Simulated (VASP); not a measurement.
A run of VASP 6.6.1 is set up as follows.

INCAR

```
SYSTEM = Bi2Se3
PREC = Accurate
ENCUT = 520
EDIFF = 1E-6
ISMEAR = -1
SIGMA = 0.05
LREAL = .False.
LASPH = .True.
NELM = 60
ALGO = Normal
ISIF = 2
LWAVE = .False.
LCHARG = .True.
GGA = CA
LELF = .True.
LVHAR = .True.
NBANDS = 32
```

The input KPOINTS:

```
Automatic mesh
0
Gamma
  8 8 8
  0 0 0
```

File POSCAR:

```
Bi2Se3
1.0
    2.1121279616      1.2194376472      9.7325442609
   -2.1121279616      1.2194376472      9.7325442609
    0.0000000000     -2.4388752945      9.7325442609
Bi Se
2 3
Direct
    0.5992000000      0.5992000000      0.5992000000
    0.4008000000      0.4008000000      0.4008000000
    0.7883000000      0.7883000000      0.7883000000
    0.2117000000      0.2117000000      0.2117000000
    0.0000000000      0.0000000000      0.0000000000
```

Potentials or basis: VASP PAW LDA potentials, release 64 (Bi_d, Se).

Launch:

```bash
$ cat potpaw_LDA.64/Bi_d/POTCAR potpaw_LDA.64/Se/POTCAR > POTCAR
$ mpirun -np 1 vasp_std > vasp.out
```

(1) Estimate the largest force.

(2) Predict the band gap on the k mesh.

(3) Estimate the pressure.

Answers

(1) 0.392 eV/Å.

(2) 0.13 eV.

(3) -4.7 GPa.

Caveat: the cell stands under tension; spin-orbit coupling is left out, which moves the levels of the heavy elements.
